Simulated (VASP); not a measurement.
# TiGe4Mo: single point with PBE

TiGe4Mo:

```
Ti Ge Mo
1.0
     0.00000    4.35209    4.41690
     2.46243    0.00000    4.41690
     2.46243    4.35209    0.00000
Ti Ge Mo
1 4 1
Cartesian
  2.4624 4.3521 4.4169
  1.2312 0.7529 2.2084
  2.4624 1.3812 4.4169
  2.4624 7.3230 4.4169
  1.2312 3.5992 2.2084
  3.6936 6.5281 6.6253
```

```
Program             : VASP 6.6.1
Task                : single point
Functional          : PBE
Potentials or basis : VASP PAW PBE potentials, release 64 (Ti_sv, Ge_d, Mo_sv)
Cutoff              : 520 eV
k mesh              : 4 × 4 × 4
Occupations         : gaussian, width 0.1 eV
Spin                : no spin polarisation
```

```yaml
Pressure: 0.2 GPa
Largest_force: 0.018 eV/Å
Band_gap_on_the_k_mesh: zero (bands 41 and 42 overlap by 0.30 eV)
```

Forces on the atoms (eV/Å):
```
Ti   0.000  0.000  0.000
Ge   0.000  0.018  0.000
Ge   0.000  0.004  0.000
Ge   0.000 -0.004  0.000
Ge   0.000 -0.018  0.000
Mo   0.000  0.000  0.000
```

Stress tensor (GPa, compression positive):
```
0.36 0.00 0.00
0.00 0.06 0.00
0.00 0.00 0.21
```

Levels at points of the mesh, in eV from the Fermi level:
```csv
k point,band 39,band 40,band 41,band 42,band 43,band 44
"(0.00, 0.00, 0.00)",-2.42,-1.86,-1.63,0.83,1.59,2.10
"(0.50, 0.00, 0.00)",-0.87,-0.63,0.02,0.43,0.81,1.29
"(0.50, 0.50, 0.00)",-1.68,-1.42,-0.22,0.02,2.21,2.29
"(0.50, 0.00, 0.50)",-2.06,-1.72,-0.09,0.54,1.59,2.03
"(0.00, 0.50, 0.50)",-1.39,-1.06,-0.31,-0.09,1.17,1.25
```

Wall time 82 s on 1 thread of AMD EPYC 9R45 96-Core Processor (Zen 5), with other jobs on the host, peak memory 0.26 GiB.

Caveat: the k points lie up to 0.41 Å⁻¹ apart.
